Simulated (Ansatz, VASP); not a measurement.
Two plane-wave programs on TiO2

```
CELL_PARAMETERS angstrom
3.70346 0.00000 0.00000
0.00000 3.83949 0.00000
0.00000 0.00000 9.95769
ATOMIC_POSITIONS crystal
Ti 0.00000 0.00000 0.00347
Ti 0.00000 0.50000 0.24653
Ti 0.50000 0.50000 0.50347
Ti 0.50000 0.00000 0.74653
O 0.00000 0.50000 0.45373
O 0.00000 0.00000 0.20278
O 0.00000 0.50000 0.04722
O 0.50000 0.50000 0.29627
O 0.50000 0.00000 0.95373
O 0.50000 0.50000 0.70278
O 0.50000 0.00000 0.54722
O 0.00000 0.00000 0.79627
```

Alike in both runs: task single point; functional PBE; k mesh 6 × 6 × 4; occupations gaussian, width 0.02 eV; no spin polarisation; Hubbard terms Ti d U = 4.0 eV.

|  | VASP | Ansatz |
| --- | --- | --- |
| version | VASP 6.6.1 | Ansatz 0.2.0 |
| potentials or method | VASP PAW PBE potentials, release 64 (Ti_sv, O), cutoff 520 eV | scalar-relativistic, plane waves, PAW |
| valence electrons in the cell | 96 | 96 |

```tsv
	VASP	Ansatz	Ansatz less VASP
gap on the k mesh at the Fermi level (eV)	2.83	2.79	-0.047
least direct gap on the mesh (eV)	2.84	2.81	-0.038
pressure (GPa)	6.8	2.4	-4.39
traceless stress, the component that is largest in VASP (GPa)	5.91	4.74	-1.165
rms of the force components (eV/Å)	0.074	0.000	-0.0736
```

The programs project onto different local orbitals, so the same U acts differently, and such runs can settle in different states. Atom by atom the forces differ by 0.074 eV/Å (rms over components).
